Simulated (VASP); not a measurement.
# FeAsNO (P4/nmm) in VASP: single point with PBE

Aim: the single point of FeAsNO with PBE.

Everything below comes from runs of VASP 6.6.1. Logs are shortened: lines on timing, memory, paths and dates and some standing lists are left out, and cuts for length are marked.

### Step 1. The cell of the first run

The structure is tetragonal, space group P4/nmm (No. 129). Conventional cell: a = 3.528 Å, b = 3.528 Å, c = 7.844 Å, α = 90.00°, β = 90.00°, γ = 90.00°. Within 2.7 Å of N (site symmetry 4mm) lie 4 O at 2.06 Å. Fe (site symmetry -4m2) has 4 As at 2.18 Å and 4 Fe at 2.49 Å within 2.9 Å. Within 3.0 Å of As (site symmetry 4mm) lie 4 Fe at 2.18 Å and 4 N at 2.95 Å. O (site symmetry -4m2) has 4 N at 2.06 Å and 4 O at 2.49 Å within 2.7 Å.

### Step 2. Single point, PBE

File POSCAR:

```
FeAsNO
1.0
    3.5277240000      0.0000000000      0.0000000000
    0.0000000000      3.5277240000      0.0000000000
    0.0000000000      0.0000000000      7.8444980000
N Fe As O
2 2 2 2
Direct
    0.2500000000      0.2500000000      0.1365000000
    0.7500000000      0.7500000000      0.8635000000
    0.7500000000      0.2500000000      0.5000000000
    0.2500000000      0.7500000000      0.5000000000
    0.2500000000      0.2500000000      0.6625000000
    0.7500000000      0.7500000000      0.3375000000
    0.7500000000      0.2500000000      0.0000000000
    0.2500000000      0.7500000000      0.0000000000
```

File INCAR.step1:

```
PREC     = Accurate       # precision mode
ENCUT    = 520            # plane-wave cutoff, eV
EDIFF    = 1E-6           # SCF threshold, eV
ISMEAR   = -1             # smearing method
SIGMA    = 0.0768         # smearing width, eV
LREAL    = False          # projectors in reciprocal space
LASPH    = True           # aspherical terms in the spheres
NELM     = 100            # most SCF steps
ALGO     = Normal         # electronic algorithm
ISIF     = 2              # what is computed and relaxed
LWAVE    = False          # write WAVECAR
LCHARG   = True           # write CHGCAR
LMAXMIX  = 4              # l up to which the mixer works
GGA      = PE             # functional
NBANDS   = 34             # bands
```

File KPOINTS.step1:

```
regular mesh
0
Gamma
  10 10 5
```

File INCAR.step2:

```
PREC     = Accurate       # precision mode
ENCUT    = 520            # plane-wave cutoff, eV
EDIFF    = 1E-6           # SCF threshold, eV
ISMEAR   = -5             # smearing method
SIGMA    = 0.0768         # smearing width, eV
LREAL    = False          # projectors in reciprocal space
LASPH    = True           # aspherical terms in the spheres
NELM     = 100            # most SCF steps
ALGO     = Normal         # electronic algorithm
ISIF     = 2              # what is computed and relaxed
LWAVE    = False          # write WAVECAR
LCHARG   = False          # write CHGCAR
LMAXMIX  = 4              # l up to which the mixer works
GGA      = PE             # functional
LORBIT   = 11             # projections on sites
NBANDS   = 34             # bands
NEDOS    = 1001           # points of the DOS
ICHARG   = 11             # starting density
```

File KPOINTS.step2:

```
regular mesh
0
Gamma
  15 15 8
```

Potentials or basis: VASP PAW PBE potentials, release 64 (N, Fe, As, O).

Run with:

```bash
> cat potpaw_PBE.64/N/POTCAR potpaw_PBE.64/Fe/POTCAR potpaw_PBE.64/As/POTCAR potpaw_PBE.64/O/POTCAR > POTCAR
> cp INCAR.step1 INCAR
> cp KPOINTS.step1 KPOINTS
> mpirun -np 1 vasp_std > vasp.out
> cp INCAR.step2 INCAR
> cp KPOINTS.step2 KPOINTS
> mpirun -np 1 vasp_std > vasp.out
```

OUTCAR:

```text
PREC = Accurate
   ENCUT = 520
   EDIFF = 1E-6
   ISMEAR = -5
   LREAL = False
   LASPH = True
   NELM = 100
   ISIF = 2
   GGA = PE
   LORBIT = 11
   ICHARG = 11

 ion  position               nearest neighbor table
   1  0.250  0.250  0.136-
   2  0.750  0.750  0.864-
   3  0.750  0.250  0.500-   5 2.18   6 2.18   6 2.18   5 2.18   4 2.49   4 2.49   4 2.49   4 2.49

   4  0.250  0.750  0.500-   5 2.18   6 2.18   5 2.18   6 2.18   3 2.49   3 2.49   3 2.49   3 2.49

   5  0.250  0.250  0.663-   3 2.18   4 2.18   4 2.18   3 2.18
   6  0.750  0.750  0.337-   3 2.18   4 2.18   3 2.18   4 2.18
   7  0.750  0.250  0.000-
   8  0.250  0.750  0.000-

  LATTYP: Found a simple tetragonal cell.
 ALAT       =     3.5277240000
 C/A-ratio  =     2.2236711262

  Lattice vectors:

 A1 = (   3.5277240000,   0.0000000000,   0.0000000000)
 A2 = (   0.0000000000,   3.5277240000,   0.0000000000)
 A3 = (   0.0000000000,   0.0000000000,   7.8444980000)

Analysis of symmetry for initial positions (statically):
=====================================================================
 Subroutine PRICEL returns:
 Original cell was already a primitive cell.

 Routine SETGRP: Setting up the symmetry group for a
 simple tetragonal supercell.

 Subroutine GETGRP returns: Found 16 space group operations
 (whereof  4 operations were pure point group operations)
 out of a pool of 16 trial point group operations.

The static configuration has the point symmetry C_2h.
 The point group associated with its full space group is D_4h.

Analysis of symmetry for dynamics (positions and initial velocities):
=====================================================================
 Subroutine PRICEL returns:
 Original cell was already a primitive cell.

 Routine SETGRP: Setting up the symmetry group for a
 simple tetragonal supercell.

 Subroutine GETGRP returns: Found 16 space group operations
 (whereof  4 operations were pure point group operations)
 out of a pool of 16 trial point group operations.

The dynamic configuration has the point symmetry C_2h.
 The point group associated with its full space group is D_4h.

 Subroutine INISYM returns: Found 16 space group operations
 (whereof  4 operations are pure point group operations),
 and found     1 'primitive' translations

----------------------------------------------------------------------------------------

                                     Primitive cell

  volume of cell :      97.6235

  direct lattice vectors                    reciprocal lattice vectors
     3.527724000  0.000000000  0.000000000     0.283468888  0.000000000  0.000000000
     0.000000000  3.527724000  0.000000000     0.000000000  0.283468888  0.000000000
     0.000000000  0.000000000  7.844498000     0.000000000  0.000000000  0.127477883

  length of vectors
     3.527724000  3.527724000  7.844498000     0.283468888  0.283468888  0.127477883

  position of ions in fractional coordinates (direct lattice)
     0.250000000  0.250000000  0.136500000
     0.750000000  0.750000000  0.863500000
     0.750000000  0.250000000  0.500000000
     0.250000000  0.750000000  0.500000000
     0.250000000  0.250000000  0.662500000
     0.750000000  0.750000000  0.337500000
     0.750000000  0.250000000  0.000000000
     0.250000000  0.750000000  0.000000000

  ion indices of the primitive-cell ions
   primitive index   ion index
                 1           1
                 2           2
                 3           3
                 4           4
                 5           5
                 6           6
                 7           7
                 8           8

----------------------------------------------------------------------------------------

 KPOINTS: regular mesh

Automatic generation of k-mesh.
 Grid dimensions read from file:
 generate k-points for:   15   15    8

 Generating k-lattice:

  Cartesian coordinates                     Fractional coordinates (reciprocal lattice)
     0.018897926  0.000000000  0.000000000     0.066666667  0.000000000  0.000000000
     0.000000000  0.018897926  0.000000000     0.000000000  0.066666667  0.000000000
     0.000000000  0.000000000  0.015934735     0.000000000  0.000000000  0.125000000

  Length of vectors
     0.018897926  0.018897926  0.015934735

  Shift w.r.t. Gamma in fractional coordinates (k-lattice)
     0.000000000  0.000000000  0.000000000

 TETIRR: Found   2692 inequivalent tetrahedra from    10800

 Subroutine IBZKPT returns following result:
 ===========================================

 Found    180 irreducible k-points:

 Following reciprocal coordinates:
            Coordinates               Weight
  0.000000  0.000000  0.000000      1.000000
  0.066667  0.000000  0.000000      4.000000
  0.133333  0.000000  0.000000      4.000000
  0.200000  0.000000  0.000000      4.000000
  0.266667  0.000000  0.000000      4.000000
  0.333333  0.000000  0.000000      4.000000
[... 16 lines left out ...]
  0.266667  0.200000  0.000000      8.000000
  0.333333  0.200000  0.000000      8.000000
 [... further k-points ...]
   k-points           NKPTS =    180   k-points in BZ     NKDIM =    180   number of bands    NBANDS=     34
   number of dos      NEDOS =   1001   number of ions     NIONS =      8
   total plane-waves  NPLWV =  47040
   dimension x,y,z NGX =    28 NGY =   28 NGZ =   60
   dimension x,y,z NGXF=    56 NGYF=   56 NGZF=  120
   ions per type =               2   2   2   2
   NGX,Y,Z   is equivalent  to a cutoff of  13.20, 13.20, 12.72 a.u.
   NGXF,Y,Z  is equivalent  to a cutoff of  26.39, 26.39, 25.43 a.u.
 SYSTEM =  unknown system
   PREC   = accura    normal or accurate (medium, high low for compatibility)
   ISTART =      0    job   : 0-new  1-cont  2-samecut
   ICHARG =     11    charge: 1-file 2-atom 10-const
   ISPIN  =      1    spin polarized calculation?
   LNONCOLLINEAR =      F non collinear calculations
   LSORBIT =      F    spin-orbit coupling
   LASPH  =      T    aspherical Exc in radial PAW
   ENCUT  =  520.0 eV  38.22 Ry    6.18 a.u.   6.56  6.56 14.59*2*pi/ulx,y,z
   NELM   =    100;   NELMIN=  2; NELMDL=  0     # of ELM steps
   EDIFF  = 0.1E-05   stopping-criterion for ELM
   LREAL  =      F    real-space projection
   EDIFFG = 0.1E-04   stopping-criterion for IOM
   NSW    =      0    number of steps for IOM
   IBRION =     -1    ionic relax: 0-MD 1-quasi-New 2-CG
   NFREE  =      0    steps in history (QN), initial steepest desc. (CG)
   ISIF   =      2    stress and relaxation
   ISYM   =      2    0-nonsym 1-usesym 2-fastsym
   POTIM  = 0.5000    time-step for ionic-motion
   TEBEG  =    0.0;   TEEND  =   0.0 temperature during run
   PSTRESS=    0.0 pullay stress
   NELECT =      48.0000    total number of electrons
   NUPDOWN=      -1.0000    fix difference up-down
   EMIN   =  10.00;   EMAX   =-10.00  energy-range for DOS
   EFERMI =   0.00;   METHOD = LEGACY
   ISMEAR =    -5;   SIGMA  =   0.08  broadening in eV -4-tet -1-fermi 0-gaus
   EFERMI_NEDOS =   21; number of points for ismear=-14 and -15
   IALGO  =     38    algorithm
   IMIX   =      4    mixing-type and parameters
     AMIX     =   0.40;   BMIX     =  1.00
     AMIX_MAG =   1.60;   BMIX_MAG =  1.00
  volume/ion in A,a.u.               =      12.20        82.35
  Fermi-wavevector in a.u.,A,eV,Ry     =   1.292123  2.441758 22.716033  1.669581
  Thomas-Fermi vector in A             =   2.423850
   LORBIT       =     11    0 simple, 1 ext, 2 COOP (PROOUT), +10 PAW based schemes
   GGA     = PE    functional components
   LHFCALC =     F    Hartree Fock is set to
   AEXX    =    0.0000 exact exchange contribution
   IVDW    =     0    specifies the selected vdW correction
   LEPSILON=     F    determine dielectric tensor
   LRPA    =     F    only Hartree local field effects (RPA)
 non-spin polarized calculation
 Fermi weights with tetrahedron method with Bloechl corrections
  energy-cutoff  :      520.00
  volume of cell :       97.62
 maximum number of plane-waves:      2663
 NGX is ok and might be reduce to    28

 number of electron      48.0000016 magnetization

 Free energy of the ion-electron system (eV)
  ---------------------------------------------------
  ext. energy  EPLUGINS =         0.00000000
  ---------------------------------------------------
  free energy    TOTEN  =       -39.27216190 eV

  energy without entropy =      -39.27216190  energy(sigma->0) =      -39.27216190

 E-fermi :   4.2975     XC(G=0): -11.2375

 val. band max:        4.2960950574   @ k =   0.2000   0.1333   0.0000
 cond. band min:       4.2887582179   @ k =   0.4667   0.3333   0.2500
 fundamental gap:     -0.0073368396
 Fermi energy:         4.2975362326

 k-point     1 :       0.0000    0.0000    0.0000
  band No.  band energies     occupation
      1     -15.3920      2.00000
      2     -12.4746      2.00000
      3      -9.6729      2.00000
      4      -8.8288      2.00000
      5      -6.9851      2.00000
      6      -6.4651      2.00000
[... 26 lines left out ...]
     33       9.4104      0.00000
     34       9.4104      0.00000

 k-point     2 :       0.0667    0.0000    0.0000
  band No.  band energies     occupation
      1     -15.3632      2.00000
      2     -12.5022      2.00000
      3      -9.6623      2.00000
      4      -8.7936      2.00000
      5      -7.0145      2.00000
      6      -6.4721      2.00000
[... 26 lines left out ...]
     33       9.1268      0.00000
     34       9.3885      0.00000
[... 775 lines left out ...]
     33       7.1847      0.00000
     34       8.1848      0.00000

 k-point    24 :       0.3333    0.2000    0.0000
  band No.  band energies     occupation
      1     -14.4933      2.00000
      2     -13.1989      2.00000
      3      -9.4045      2.00000
      4      -8.4507      2.00000
      5      -7.2512      2.00000
      6      -6.5276      2.00000
[... 26 lines left out ...]
     33       7.1578      0.00000
     34       7.9773      0.00000

 [... further k-points ...]

------------------------ aborting loop because EDIFF is reached ----------------------------------------

  FORCE on cell =-STRESS in cart. coord.  units (eV):
  Direction    XX          YY          ZZ          XY          YZ          ZX
  --------------------------------------------------------------------------------------
  -------------------------------------------------------------------------------------
  Total       10.7436648     10.7436648      7.3371627     -0.0000000      0.0000000      0.0000000
  in kB      176.3228820    176.3228820    120.4160496     -0.0000000      0.0000000      0.0000000
  external PRESSURE =     157.6872712 kB  Pullay stress =       0.0000000 kB

 VOLUME and BASIS-vectors are now :
 -----------------------------------------------------------------------------
  energy-cutoff  :      520.00
  volume of cell :       97.62
      direct lattice vectors                 reciprocal lattice vectors
     3.527724000  0.000000000  0.000000000     0.283468888  0.000000000  0.000000000
     0.000000000  3.527724000  0.000000000     0.000000000  0.283468888  0.000000000
     0.000000000  0.000000000  7.844498000     0.000000000  0.000000000  0.127477883

 POSITION                                       TOTAL-FORCE (eV/Angst)
 -----------------------------------------------------------------------------------
      0.88193      0.88193      1.07077         0.000000     -0.000000     -3.358154
      2.64579      2.64579      6.77372        -0.000000      0.000000      3.358154
      2.64579      0.88193      3.92225        -0.000000      0.000000      0.000000
      0.88193      2.64579      3.92225         0.000000     -0.000000      0.000000
      0.88193      0.88193      5.19698         0.000000      0.000000      3.050288
      2.64579      2.64579      2.64752        -0.000000     -0.000000     -3.050288
      2.64579      0.88193      0.00000         0.000000      0.000000      0.000000
      0.88193      2.64579      0.00000        -0.000000      0.000000      0.000000
 -----------------------------------------------------------------------------------
    total drift:                               -0.000000      0.000000     -0.000000

  FREE ENERGIE OF THE ION-ELECTRON SYSTEM (eV)
  ---------------------------------------------------
  free  energy   TOTEN  =       -39.2721618994 eV

  energy  without entropy=      -39.2721618994  energy(sigma->0) =      -39.27216190

 total charge

# of ion       s       p       d       tot
------------------------------------------
    1        1.416   1.784   0.000   3.199
    2        1.416   1.784   0.000   3.199
    3        0.519   0.663   6.737   7.919
    4        0.519   0.663   6.737   7.919
    5        1.267   1.562   0.118   2.946
    6        1.267   1.562   0.118   2.946
    7        1.651   2.985   0.000   4.636
    8        1.651   2.985   0.000   4.636
--------------------------------------------------
tot          9.705  13.987  13.710  37.402
```

Run time: 16 min. Hardware: 1 thread of Intel Xeon 8259CL, shared host; peak memory 0.62 GiB.

What came out:

```
Valence electrons inside the program's atomic spheres : N 3.20; Fe 7.92; As 2.95; O 4.64
```

Caveat: the run has no spin polarisation, though such a crystal can be magnetic; tetrahedron occupations give inexact forces and stress in metals.
